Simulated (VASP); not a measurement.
# NaTaO (P-3m1) in VASP: a series of runs

The runs below take NaTaO through single point, with PBE.

Program: VASP 6.6.1. These are calculated values, not measurements. Logs are shortened: lines on timing, memory, paths and dates and some standing lists are left out, and cuts for length are marked.

### 1 The cell of the first run

The structure is trigonal, space group P-3m1 (No. 164). The conventional cell has a = 3.030 Å, b = 3.030 Å, c = 11.352 Å, α = 90.00°, β = 90.00°, γ = 120.00°. Na (site symmetry 3m) has 3 O at 2.40 Å and 6 Na at 3.03 Å within 3.2 Å. Within 2.9 Å of Ta (site symmetry 3m) lie 3 O at 2.17 Å. O (site symmetry 3m) has 3 Ta at 2.17 Å and 3 Na at 2.40 Å within 2.9 Å.

### 2 Single point, PBE

INCAR

```
ALGO = Normal
EDIFF = 1E-6
ENCUT = 600
GGA = PE
GGA_COMPAT = False
ISIF = 2
ISMEAR = 0
LASPH = True
LCHARG = False
LREAL = False
LWAVE = False
NBANDS = 33
NELM = 120
PREC = Accurate
SIGMA = 0.2
```

KPOINTS

```
k-points
0
Gamma
  6 6 2
```

POSCAR

```
NaTaO
1.0
    3.0303162518      0.0000000000      0.0000000000
   -1.5151581259      2.6243308556      0.0000000000
    0.0000000000      0.0000000000     11.3521520342
Na Ta O
2 2 2
Direct
    0.6666666667      0.3333333333      0.3640695750
    0.3333333333      0.6666666667      0.6359304250
    0.3333333333      0.6666666667      0.1065416157
    0.6666666667      0.3333333333      0.8934583843
    0.0000000000      0.0000000000      0.2193588319
    0.0000000000      0.0000000000      0.7806411681
```

Potentials or basis: VASP PAW PBE potentials, release 64 (Na_pv, Ta_pv, O).

Launch:

```sh
$ cat potpaw_PBE.64/Na_pv/POTCAR potpaw_PBE.64/Ta_pv/POTCAR potpaw_PBE.64/O/POTCAR > POTCAR
$ mpirun -np 1 vasp_std > vasp.out
```

OUTCAR:

```text
EDIFF = 1E-6
   ENCUT = 600
   GGA = PE
   ISIF = 2
   ISMEAR = 0
   LASPH = True
   LREAL = False
   NELM = 120
   PREC = Accurate

 ion  position               nearest neighbor table
   1  0.667  0.333  0.364-
   2  0.333  0.667  0.636-
   3  0.333  0.667  0.107-   5 2.17   5 2.17   5 2.17   4 2.99   4 2.99   4 2.99
   4  0.667  0.333  0.893-   6 2.17   6 2.17   6 2.17   3 2.99   3 2.99   3 2.99
   5  0.000  0.000  0.219-   3 2.17   3 2.17   3 2.17
   6  0.000  0.000  0.781-   4 2.17   4 2.17   4 2.17

  LATTYP: Found a hexagonal cell.
 ALAT       =     3.0303162518
 C/A-ratio  =     3.7461938263

  Lattice vectors:

 A1 = (   3.0303162518,   0.0000000000,   0.0000000000)
 A2 = (  -1.5151581259,   2.6243308556,   0.0000000000)
 A3 = (   0.0000000000,   0.0000000000,  11.3521520342)

Analysis of symmetry for initial positions (statically):
=====================================================================
 Subroutine PRICEL returns:
 Original cell was already a primitive cell.

 Routine SETGRP: Setting up the symmetry group for a
 hexagonal supercell.

 Subroutine GETGRP returns: Found 12 space group operations
 (whereof 12 operations were pure point group operations)
 out of a pool of 24 trial point group operations.

The static configuration has the point symmetry D_3d.

Analysis of symmetry for dynamics (positions and initial velocities):
=====================================================================
 Subroutine PRICEL returns:
 Original cell was already a primitive cell.

 Routine SETGRP: Setting up the symmetry group for a
 hexagonal supercell.

 Subroutine GETGRP returns: Found 12 space group operations
 (whereof 12 operations were pure point group operations)
 out of a pool of 24 trial point group operations.

The dynamic configuration has the point symmetry D_3d.

 Subroutine INISYM returns: Found 12 space group operations
 (whereof 12 operations are pure point group operations),
 and found     1 'primitive' translations

----------------------------------------------------------------------------------------

                                     Primitive cell

[... 83 lines left out ...]
   LSORBIT =      F    spin-orbit coupling
   LASPH  =      T    aspherical Exc in radial PAW
   ENCUT  =  600.0 eV  44.10 Ry    6.64 a.u.   6.05  6.05 22.67*2*pi/ulx,y,z
   NELM   =    120;   NELMIN=  2; NELMDL= -5     # of ELM steps
   EDIFF  = 0.1E-05   stopping-criterion for ELM
   LREAL  =      F    real-space projection
   EDIFFG = 0.1E-04   stopping-criterion for IOM
   NSW    =      0    number of steps for IOM
   IBRION =     -1    ionic relax: 0-MD 1-quasi-New 2-CG
   NFREE  =      0    steps in history (QN), initial steepest desc. (CG)
   ISIF   =      2    stress and relaxation
   ISYM   =      2    0-nonsym 1-usesym 2-fastsym
   POTIM  = 0.5000    time-step for ionic-motion
   TEBEG  =    0.0;   TEEND  =   0.0 temperature during run
   PSTRESS=    0.0 pullay stress
   NELECT =      48.0000    total number of electrons
   NUPDOWN=      -1.0000    fix difference up-down
   EMIN   =  10.00;   EMAX   =-10.00  energy-range for DOS
   EFERMI =   0.00;   METHOD = LEGACY
   ISMEAR =     0;   SIGMA  =   0.20  broadening in eV -4-tet -1-fermi 0-gaus
   EFERMI_NEDOS =   21; number of points for ismear=-14 and -15
   IALGO  =     38    algorithm
   IMIX   =      4    mixing-type and parameters
     AMIX     =   0.40;   BMIX     =  1.00
     AMIX_MAG =   1.60;   BMIX_MAG =  1.00
  volume/ion in A,a.u.               =      15.05       101.54
  Fermi-wavevector in a.u.,A,eV,Ry     =   1.326255  2.506258 23.931995  1.758952
  Thomas-Fermi vector in A             =   2.455655
   LORBIT       =      0    0 simple, 1 ext, 2 COOP (PROOUT), +10 PAW based schemes
   GGA     = PE    functional components
   LHFCALC =     F    Hartree Fock is set to
   AEXX    =    0.0000 exact exchange contribution
   IVDW    =     0    specifies the selected vdW correction
   LEPSILON=     F    determine dielectric tensor
   LRPA    =     F    only Hartree local field effects (RPA)
 non-spin polarized calculation
 Gauss-broadening in eV      SIGMA  =   0.20
  energy-cutoff  :      600.00
  volume of cell :       90.28
 maximum number of plane-waves:      3066
   NGX = 13   NGY = 13   NGZ = 45

 number of electron      48.0000001 magnetization

 Free energy of the ion-electron system (eV)
  ---------------------------------------------------
  ext. energy  EPLUGINS =         0.00000000
  ---------------------------------------------------
  free energy    TOTEN  =       -44.32039467 eV

  energy without entropy =      -44.28333840  energy(sigma->0) =      -44.30186653

 E-fermi :   4.7972     XC(G=0): -10.5113

 val. band max:        4.7064716976   @ k =   0.3333   0.1667   0.0000
 cond. band min:       4.9127764082   @ k =   0.0000   0.0000   0.5000
 fundamental gap:      0.2063047107
 Fermi energy:         4.7972186629

 k-point     1 :       0.0000    0.0000    0.0000
  band No.  band energies     occupation
      1     -30.7067      2.00000
      2     -30.2432      2.00000
      3     -30.1035      2.00000
      4     -30.1035      2.00000
      5     -30.0360      2.00000
      6     -30.0360      2.00000
[... 493 lines left out ...]
     32       8.9056      0.00000
     33      10.4377      0.00000

------------------------ aborting loop because EDIFF is reached ----------------------------------------

  FORCE on cell =-STRESS in cart. coord.  units (eV):
  Direction    XX          YY          ZZ          XY          YZ          ZX
  --------------------------------------------------------------------------------------
  -------------------------------------------------------------------------------------
  Total        0.0032058      0.0032058      0.4462531     -0.0000000      0.0000000      0.0000000
  in kB        0.0568938      0.0568938      7.9196703     -0.0000000      0.0000000      0.0000000
  external PRESSURE =       2.6778193 kB  Pullay stress =       0.0000000 kB

 VOLUME and BASIS-vectors are now :
 -----------------------------------------------------------------------------
  energy-cutoff  :      600.00
  volume of cell :       90.28
      direct lattice vectors                 reciprocal lattice vectors
     3.030316252  0.000000000  0.000000000     0.329998560  0.190524758  0.000000000
    -1.515158126  2.624330856  0.000000000     0.000000000  0.381049515  0.000000000
     0.000000000  0.000000000 11.352152034     0.000000000  0.000000000  0.088089025

 POSITION                                       TOTAL-FORCE (eV/Angst)
 -----------------------------------------------------------------------------------
      1.51516      0.87478      4.13297        -0.000000      0.000000      0.009193
     -0.00000      1.74955      7.21918         0.000000      0.000000     -0.009193
     -0.00000      1.74955      1.20948        -0.000000      0.000000     -0.036387
      1.51516      0.87478     10.14268         0.000000      0.000000      0.036387
      0.00000      0.00000      2.49019        -0.000000     -0.000000      0.008360
      0.00000      0.00000      8.86196         0.000000     -0.000000     -0.008360
 -----------------------------------------------------------------------------------
    total drift:                                0.000000      0.000000      0.000000

  FREE ENERGIE OF THE ION-ELECTRON SYSTEM (eV)
  ---------------------------------------------------
  free  energy   TOTEN  =       -44.3203946694 eV

  energy  without entropy=      -44.2833383980  energy(sigma->0) =      -44.30186653
```

Run time: 42 s. Hardware: 1 thread of Intel Xeon 6975P-C, shared host; peak memory 0.24 GiB.

What came out:

- Free energy: -44.3204 eV
- Pressure: 0.3 GPa
- Largest force: 0.036 eV/Å
- Band gap on the k mesh: zero (band 24 reaches 6.26 eV, above the bottom of band 25 at 4.46 eV)

Forces on the atoms (eV/Å):
```
Na   0.000  0.000  0.009
Na   0.000  0.000 -0.009
Ta   0.000  0.000 -0.036
Ta   0.000  0.000  0.036
O    0.000  0.000  0.008
O    0.000  0.000 -0.008
```

Levels at points of the mesh, in eV from the Fermi level:
```
           k point  band 22  band 23  band 24  band 25  band 26  band 27
(0.00, 0.00, 0.00)    -2.40    -2.02     0.25     0.25     0.38     1.31
(0.50, 0.00, 0.00)    -2.02    -1.91    -0.97     1.72     2.17     2.44
(0.00, 0.00, 0.50)    -3.04    -1.34     0.12     0.25     0.25     1.31
(0.50, 0.00, 0.50)    -2.01    -1.91    -0.96     1.72     2.21     2.39
```

Caveat: the k points lie up to 0.40 Å⁻¹ apart; spin-orbit coupling is left out, which moves the levels of the heavy elements.

### 3 Single point, PBE

INCAR

```
  ALGO = Normal
  EDIFF = 1E-6
  ENCUT = 600
  GGA = PE
  GGA_COMPAT = False
  ISIF = 2
  ISMEAR = 0
  LASPH = True
  LCHARG = True
  LELF = True
  LREAL = False
  LVHAR = True
  LWAVE = False
  NBANDS = 33
  NELM = 120
  PREC = Accurate
  SIGMA = 0.1
```

KPOINTS is that of step 2.

POSCAR is that of step 2.

Potentials or basis: VASP PAW PBE potentials, release 64 (Na_pv, Ta_pv, O).

Launch:

```sh
$ cat potpaw_PBE.64/Na_pv/POTCAR potpaw_PBE.64/Ta_pv/POTCAR potpaw_PBE.64/O/POTCAR > POTCAR
$ mpirun -np 1 vasp_std > vasp.out
```

It took 52 s on 1 thread of Intel Xeon 6975P-C, shared host; peak memory 0.24 GiB.

The run converged. Its results:

```
Free energy            : -44.3040 eV
Pressure               : 0.2 GPa
Largest force          : 0.023 eV/Å
Band gap on the k mesh : zero (band 24 reaches 6.24 eV, above the bottom of band 25 at 4.48 eV)
```

Forces on the atoms (eV/Å):
```
Na   0.000  0.000  0.023
Na   0.000  0.000 -0.023
Ta   0.000  0.000 -0.017
Ta   0.000  0.000  0.017
O    0.000  0.000 -0.016
O    0.000  0.000  0.016
```

Stress tensor (GPa, compression positive):
```
0.00 0.00 0.00
0.00 0.00 0.00
0.00 0.00 0.75
```

Levels at points of the mesh, in eV from the Fermi level:
```tsv
k point	band 20	band 21	band 22	band 23	band 24	band 25	band 26	band 27	band 28	band 29
(0.00, 0.00, 0.00)	-5.16	-4.25	-2.33	-1.97	0.29	0.29	0.43	1.35	1.35	1.54
(0.50, 0.00, 0.00)	-5.32	-2.71	-1.97	-1.86	-0.92	1.77	2.25	2.52	4.21	4.31
(0.00, 0.00, 0.50)	-5.16	-4.08	-2.97	-1.28	0.16	0.29	0.29	1.35	1.35	1.82
(0.50, 0.00, 0.50)	-5.32	-2.71	-1.97	-1.87	-0.92	1.77	2.29	2.47	4.22	4.28
```

Caveat: the k points lie up to 0.40 Å⁻¹ apart; spin-orbit coupling is left out, which moves the levels of the heavy elements.
